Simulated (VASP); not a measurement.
Crystal: C.

```xyz
2
Lattice="0.0000 1.7952 1.7952 1.7952 0.0000 1.7952 1.7952 1.7952 0.0000" Properties=species:S:1:pos:R:3 pbc="T T T"
C     2.6928    2.6928    2.6928
C     1.7952    1.7952    1.7952
```

Base run:

| Quantity | Value |
| --- | --- |
| Program | VASP 6.6.1 |
| Functional | revPBE |
| Dispersion | D3(BJ) |
| Potentials or basis | VASP PAW PBE potentials, release 64 (C) |
| Cutoff | 520 eV |
| k mesh | 13 × 13 × 13 |
| Occupations | fermi-dirac, width 0.05 eV |
| Spin | no spin polarisation |

Its results: band gap on the k mesh 4.09 eV, indirect (least direct gap 5.54 eV); pressure -12.1 GPa.

Question: After a change of settings the same cell gave: band gap on the k mesh 4.10 eV, indirect (least direct gap 5.54 eV); pressure -11.2 GPa. Which change was it?
A. functional from revPBE to PBE
B. functional from revPBE to r2SCAN
C. functional from revPBE to r2SCAN; dispersion from D3(BJ) to none
D. functional from revPBE to RPBE; dispersion from D3(BJ) to none

Answer: A.

Caveats: the PAW data sets were made with another functional, which shifts forces and pressure a little (some runs).
